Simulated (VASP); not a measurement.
# MgO2 (R-3m) in VASP: further runs

Runs on MgO2. Level: PBEsol. Tasks: single point.

Everything below comes from runs of VASP 6.6.1. Logs are shortened: lines on timing, memory, paths and dates and some standing lists are left out, and cuts for length are marked.

## 1. The cell of the first run

It takes space group R-3m (No. 166, trigonal). Conventional cell: a = 3.136 Å, b = 3.136 Å, c = 10.372 Å, α = 90.00°, β = 90.00°, γ = 120.00°. Mg (site symmetry -3m) has 6 O at 2.07 Å within 2.7 Å. Within 2.0 Å of O (site symmetry 3m) lie 1 O at 1.47 Å.

## 2. Single point, PBEsol (strain -0.0100 x Voigt [1, 1, 0, 0, 0, 0])

File INCAR:

```
SYSTEM = MgO2
  PREC = Accurate
  ENCUT = 520
  EDIFF = 1E-6
  ISMEAR = 0
  SIGMA = 0.05
  LREAL = .FALSE.
  LASPH = .TRUE.
  NELM = 60
  ALGO = Normal
  ISIF = 2
  LWAVE = .FALSE.
  LCHARG = .TRUE.
  GGA = PS
  LELF = .TRUE.
  LVHAR = .TRUE.
  NBANDS = 14
```

File KPOINTS:

```
regular mesh
0
G
  12 12 12
  0 0 0
```

File POSCAR:

```
MgO2
1.0
    1.5679852351      0.9052766976      3.4573706250
   -1.5679852351      0.9052766976      3.4573706250
    0.0000000000     -1.8105533951      3.4573706250
Mg O
1 2
Direct
    0.0000000000      0.0000000000      0.0000000000
    0.4291433728      0.4291433728      0.4291433728
    0.5708566272      0.5708566272      0.5708566272
```

Potentials or basis: VASP PAW PBE potentials, release 64 (Mg, O).

The run is started by

```console
$ cat potpaw_PBE.64/Mg/POTCAR potpaw_PBE.64/O/POTCAR > POTCAR
$ mpirun -np 1 vasp_std > vasp.out
```

OUTCAR:

```text
SYSTEM = MgO2
   PREC = Accurate
   ENCUT = 520
   EDIFF = 1E-6
   ISMEAR = 0
   LREAL = .FALSE.
   LASPH = .TRUE.
   NELM = 60
   ISIF = 2
   GGA = PS

 ion  position               nearest neighbor table
   1  0.000  0.000  0.000-   3 2.07   3 2.07   2 2.07   2 2.07   3 2.07   2 2.07
   2  0.429  0.429  0.429-   3 1.47   1 2.07   1 2.07   1 2.07
   3  0.571  0.571  0.571-   2 1.47   1 2.07   1 2.07   1 2.07

  LATTYP: Found a trigonal (rhomboedric) cell.
 ALAT       =     3.9027573887
 COS(alpha) =     0.6771722761

  Lattice vectors:

 A1 = (   1.5679852351,   0.9052766976,   3.4573706250)
 A2 = (  -1.5679852351,   0.9052766976,   3.4573706250)
 A3 = (   0.0000000000,  -1.8105533951,   3.4573706250)

Analysis of symmetry for initial positions (statically):
=====================================================================
 Subroutine PRICEL returns:
 Original cell was already a primitive cell.

 Routine SETGRP: Setting up the symmetry group for a
 trigonal (rhombohedral) supercell.

 Subroutine GETGRP returns: Found 12 space group operations
 (whereof 12 operations were pure point group operations)
 out of a pool of 12 trial point group operations.

The static configuration has the point symmetry D_3d.

Analysis of symmetry for dynamics (positions and initial velocities):
=====================================================================
 Subroutine PRICEL returns:
 Original cell was already a primitive cell.

 Routine SETGRP: Setting up the symmetry group for a
 trigonal (rhombohedral) supercell.

 Subroutine GETGRP returns: Found 12 space group operations
 (whereof 12 operations were pure point group operations)
 out of a pool of 12 trial point group operations.

The dynamic configuration has the point symmetry D_3d.

 Subroutine INISYM returns: Found 12 space group operations
 (whereof 12 operations are pure point group operations),
 and found     1 'primitive' translations

----------------------------------------------------------------------------------------

                                     Primitive cell

  volume of cell :      29.4456

  direct lattice vectors                    reciprocal lattice vectors
     1.567985235  0.905276698  3.457370625     0.318880554  0.184105774  0.096412381
    -1.567985235  0.905276698  3.457370625    -0.318880554  0.184105774  0.096412381
     0.000000000 -1.810553395  3.457370625     0.000000000 -0.368211547  0.096412381

  length of vectors
     3.902757389  3.902757389  3.902757389     0.380624606  0.380624606  0.380624606

  position of ions in fractional coordinates (direct lattice)
     0.000000000  0.000000000  0.000000000
     0.429143373  0.429143373  0.429143373
     0.570856627  0.570856627  0.570856627

  ion indices of the primitive-cell ions
   primitive index   ion index
                 1           1
                 2           2
                 3           3

----------------------------------------------------------------------------------------

 KPOINTS: regular mesh

Automatic generation of k-mesh.
 Grid dimensions read from file:
 generate k-points for:   12   12   12

 Generating k-lattice:

  Cartesian coordinates                     Fractional coordinates (reciprocal lattice)
     0.026573379  0.015342148  0.008034365     0.083333333  0.000000000  0.000000000
    -0.026573379  0.015342148  0.008034365     0.000000000  0.083333333  0.000000000
     0.000000000 -0.030684296  0.008034365     0.000000000  0.000000000  0.083333333

  Length of vectors
     0.031718717  0.031718717  0.031718717

  Shift w.r.t. Gamma in fractional coordinates (k-lattice)
     0.000000000  0.000000000  0.000000000

 Subroutine IBZKPT returns following result:
 ===========================================

 Found    189 irreducible k-points:

 Following reciprocal coordinates:
            Coordinates               Weight
  0.000000  0.000000  0.000000      1.000000
  0.083333  0.000000  0.000000      6.000000
  0.166667  0.000000  0.000000      6.000000
  0.250000  0.000000  0.000000      6.000000
  0.333333  0.000000 -0.000000      6.000000
  0.416667  0.000000  0.000000      6.000000
[... 16 lines left out ...]
  0.500000  0.166667  0.000000     12.000000
 -0.416667  0.166667  0.000000     12.000000
 [... further k-points ...]
   k-points           NKPTS =    189   k-points in BZ     NKDIM =    189   number of bands    NBANDS=     14
   number of dos      NEDOS =    301   number of ions     NIONS =      3
   total plane-waves  NPLWV =  27000
   dimension x,y,z NGX =    30 NGY =   30 NGZ =   30
   dimension x,y,z NGXF=    60 NGYF=   60 NGZF=   60
   ions per type =               1   2
   NGX,Y,Z   is equivalent  to a cutoff of  12.78, 12.78, 12.78 a.u.
   NGXF,Y,Z  is equivalent  to a cutoff of  25.56, 25.56, 25.56 a.u.
 SYSTEM =  MgO2
   PREC   = accura    normal or accurate (medium, high low for compatibility)
   ISTART =      0    job   : 0-new  1-cont  2-samecut
   ICHARG =      2    charge: 1-file 2-atom 10-const
   ISPIN  =      1    spin polarized calculation?
   LNONCOLLINEAR =      F non collinear calculations
   LSORBIT =      F    spin-orbit coupling
   LASPH  =      T    aspherical Exc in radial PAW
   ENCUT  =  520.0 eV  38.22 Ry    6.18 a.u.   7.26  7.26  7.26*2*pi/ulx,y,z
   NELM   =     60;   NELMIN=  2; NELMDL= -5     # of ELM steps
   EDIFF  = 0.1E-05   stopping-criterion for ELM
   LREAL  =      F    real-space projection
   EDIFFG = 0.1E-04   stopping-criterion for IOM
   NSW    =      0    number of steps for IOM
   IBRION =     -1    ionic relax: 0-MD 1-quasi-New 2-CG
   NFREE  =      0    steps in history (QN), initial steepest desc. (CG)
   ISIF   =      2    stress and relaxation
   ISYM   =      2    0-nonsym 1-usesym 2-fastsym
   POTIM  = 0.5000    time-step for ionic-motion
   TEBEG  =    0.0;   TEEND  =   0.0 temperature during run
   PSTRESS=    0.0 pullay stress
   NELECT =      14.0000    total number of electrons
   NUPDOWN=      -1.0000    fix difference up-down
   EMIN   =  10.00;   EMAX   =-10.00  energy-range for DOS
   EFERMI =   0.00;   METHOD = LEGACY
   ISMEAR =     0;   SIGMA  =   0.05  broadening in eV -4-tet -1-fermi 0-gaus
   EFERMI_NEDOS =   21; number of points for ismear=-14 and -15
   IALGO  =     38    algorithm
   IMIX   =      4    mixing-type and parameters
     AMIX     =   0.40;   BMIX     =  1.00
     AMIX_MAG =   1.60;   BMIX_MAG =  1.00
  volume/ion in A,a.u.               =       9.82        66.24
  Fermi-wavevector in a.u.,A,eV,Ry     =   1.277744  2.414587 22.213292  1.632631
  Thomas-Fermi vector in A             =   2.410327
   LORBIT       =      0    0 simple, 1 ext, 2 COOP (PROOUT), +10 PAW based schemes
   GGA     = PS    functional components
   LHFCALC =     F    Hartree Fock is set to
   AEXX    =    0.0000 exact exchange contribution
   IVDW    =     0    specifies the selected vdW correction
   LEPSILON=     F    determine dielectric tensor
   LRPA    =     F    only Hartree local field effects (RPA)
 non-spin polarized calculation
 Gauss-broadening in eV      SIGMA  =   0.05
  energy-cutoff  :      520.00
  volume of cell :       29.45
 maximum number of plane-waves:       810
 NGX is ok and might be reduce to    30
   NGX = 15   NGY = 15   NGZ = 15

 number of electron      14.0000000 magnetization

 Free energy of the ion-electron system (eV)
  ---------------------------------------------------
  ext. energy  EPLUGINS =         0.00000000
  ---------------------------------------------------
  free energy    TOTEN  =       -17.21821418 eV

  energy without entropy =      -17.21821418  energy(sigma->0) =      -17.21821418

 E-fermi :   3.3965     XC(G=0): -10.7232

 val. band max:        3.0762439182   @ k =   0.5000   0.5000   0.5000
 cond. band min:       5.4969417440   @ k =   0.5000   0.5000   0.5000
 fundamental gap:      2.4206978258
 Fermi energy:         3.3965188253

 k-point     1 :       0.0000    0.0000    0.0000
  band No.  band energies     occupation
      1     -18.6544      2.00000
      2     -11.4620      2.00000
      3      -5.0374      2.00000
      4      -0.4209      2.00000
      5      -0.4209      2.00000
      6       2.2085      2.00000
      7       2.2085      2.00000
      8       7.8495      0.00000
      9       8.0966      0.00000
     10      15.4338      0.00000
     11      17.1408      0.00000
     12      18.0745      0.00000
     13      18.0745      0.00000
     14      20.1987      0.00000

 k-point     2 :       0.0833    0.0000    0.0000
  band No.  band energies     occupation
      1     -18.6188      2.00000
      2     -11.4838      2.00000
      3      -4.9807      2.00000
      4      -0.6365      2.00000
      5      -0.4487      2.00000
      6       2.1482      2.00000
      7       2.1762      2.00000
      8       7.9363      0.00000
      9       8.2943      0.00000
     10      15.4509      0.00000
     11      17.2497      0.00000
     12      17.3651      0.00000
     13      18.2804      0.00000
     14      19.8546      0.00000

 k-point     3 :       0.1667    0.0000    0.0000
  band No.  band energies     occupation
      1     -18.5201      2.00000
      2     -11.5429      2.00000
      3      -4.8249      2.00000
      4      -1.1857      2.00000
      5      -0.5233      2.00000
      6       2.0097      2.00000
      7       2.0890      2.00000
      8       7.9383      0.00000
      9       9.0055      0.00000
     10      15.4738      0.00000
     11      16.1845      0.00000
     12      17.5508      0.00000
     13      18.8797      0.00000
     14      19.1003      0.00000
[... 324 lines left out ...]
 k-point    23 :       0.5000    0.1667    0.0000
  band No.  band energies     occupation
      1     -18.0570      2.00000
      2     -11.9039      2.00000
      3      -3.7688      2.00000
      4      -3.0319      2.00000
      5      -1.1949      2.00000
      6       1.4443      2.00000
      7       2.0177      2.00000
      8       7.2807      0.00000
      9      12.5437      0.00000
     10      13.4837      0.00000
     11      15.6907      0.00000
     12      17.7091      0.00000
     13      18.1213      0.00000
     14      20.8375      0.00000

 k-point    24 :      -0.4167    0.1667    0.0000
  band No.  band energies     occupation
      1     -18.0428      2.00000
      2     -11.8402      2.00000
      3      -3.9465      2.00000
      4      -2.9674      2.00000
      5      -1.2532      2.00000
      6       1.5167      2.00000
      7       1.7809      2.00000
      8       7.3766      0.00000
      9      12.5732      0.00000
     10      13.7248      0.00000
     11      15.9957      0.00000
     12      17.5989      0.00000
     13      17.8874      0.00000
     14      20.8350      0.00000

 [... further k-points ...]
[... 5 lines left out ...]
  --------------------------------------------------------------------------------------
  -------------------------------------------------------------------------------------
  Total        0.4593903      0.4593903      0.3099749      0.0000000      0.0000000      0.0000000
  in kB       24.9960774     24.9960774     16.8661745      0.0000000      0.0000000      0.0000000
  external PRESSURE =      22.2861098 kB  Pullay stress =       0.0000000 kB

 VOLUME and BASIS-vectors are now :
 -----------------------------------------------------------------------------
  energy-cutoff  :      520.00
  volume of cell :       29.45
      direct lattice vectors                 reciprocal lattice vectors
     1.567985235  0.905276698  3.457370625     0.318880554  0.184105774  0.096412381
    -1.567985235  0.905276698  3.457370625    -0.318880554  0.184105774  0.096412381
     0.000000000 -1.810553395  3.457370625     0.000000000 -0.368211547  0.096412381

 POSITION                                       TOTAL-FORCE (eV/Angst)
 -----------------------------------------------------------------------------------
      0.00000      0.00000      0.00000         0.000000     -0.000000     -0.000000
      0.00000      0.00000      4.45112         0.000000     -0.000000     -0.062427
      0.00000      0.00000      5.92099         0.000000      0.000000      0.062427
 -----------------------------------------------------------------------------------
    total drift:                                0.000000      0.000000      0.000000

  FREE ENERGIE OF THE ION-ELECTRON SYSTEM (eV)
  ---------------------------------------------------
  free  energy   TOTEN  =       -17.2182141808 eV

  energy  without entropy=      -17.2182141808  energy(sigma->0) =      -17.21821418
```

It took 46 s on 1 thread of Intel Xeon 6975P-C (Granite Rapids), shared host; peak memory 0.22 GiB.

Results:

```
Free energy            : -17.2182 eV
Pressure               : 2.2 GPa
Largest force          : 0.062 eV/Å
Band gap on the k mesh : 2.42 eV, direct
```

Forces in eV/Å, atoms in the order of the input:
```
Mg   0.000  0.000  0.000
O    0.000  0.000 -0.062
O    0.000  0.000  0.062
```

Stress tensor (GPa, compression positive):
```
2.50 0.00 0.00
0.00 2.50 0.00
0.00 0.00 1.69
```

Caveat: the cell differs from its parent crystal (strain -0.0100 x Voigt [1, 1, 0, 0, 0, 0]); the PAW data sets were made with another functional, which shifts forces and pressure a little. A k mesh can miss the band edges.

## 3. Single point, PBEsol (strain -0.0050 x Voigt [1, 1, 0, 0, 0, 0])

File INCAR:

```
PREC = Accurate
ENCUT = 520
EDIFF = 1E-6
ISMEAR = 0
SIGMA = 0.05
LREAL = F
LASPH = T
NELM = 80
ALGO = Normal
ISIF = 2
LWAVE = F
LCHARG = T
GGA = PS
LELF = T
LVHAR = T
NBANDS = 14
```

File KPOINTS:

```
regular mesh
0
Gamma
  12 12 12
```

File POSCAR:

```
MgO2
1.0
    1.5759043524      0.9098488021      3.4573706250
   -1.5759043524      0.9098488021      3.4573706250
    0.0000000000     -1.8196976042      3.4573706250
Mg O
1 2
Direct
    0.0000000000      0.0000000000      0.0000000000
    0.4291433728      0.4291433728      0.4291433728
    0.5708566272      0.5708566272      0.5708566272
```

Potentials or basis: VASP PAW PBE potentials, release 64 (Mg, O).

The run is started by

```console
$ cat potpaw_PBE.64/Mg/POTCAR potpaw_PBE.64/O/POTCAR > POTCAR
$ mpirun -np 1 vasp_std > vasp.out
```

Wall time 55 s (1 thread of Intel Xeon 6975P-C (Granite Rapids), shared host); peak memory 0.22 GiB.

Results (log left out):

```yaml
Free_energy: -17.2219 eV
Pressure: 1.0 GPa
Largest_force: 0.135 eV/Å
Band_gap_on_the_k_mesh: 2.44 eV, direct
```

Forces in eV/Å, atoms in the order of the input:
```
Mg   0.000  0.000  0.000
O    0.000  0.000 -0.135
O    0.000  0.000  0.135
```

Stress tensor (GPa, compression positive):
```
0.86 0.00 0.00
0.00 0.86 0.00
0.00 0.00 1.37
```

Levels at points of the mesh, in eV from the valence-band top:
```
           k point  band 4  band 5  band 6  band 7  band 8  band 9  band 10  band 11
(0.00, 0.00, 0.00)   -3.51   -3.51   -0.86   -0.86    4.68    5.03    12.30    14.02
(0.50, 0.00, 0.00)   -6.39   -3.88   -1.32   -1.23    4.32    8.68    10.56    12.73
(0.50, 0.50, 0.00)   -5.72   -4.56   -2.29   -0.17    3.67    7.79    11.24    12.67
(0.50, 0.50, 0.50)   -4.05   -4.05    0.00    0.00    2.44    4.92     9.72    14.43
```

Caveat: the cell differs from its parent crystal (strain -0.0050 x Voigt [1, 1, 0, 0, 0, 0]); the PAW data sets were made with another functional, which shifts forces and pressure a little.

[end of part 1 of 2]
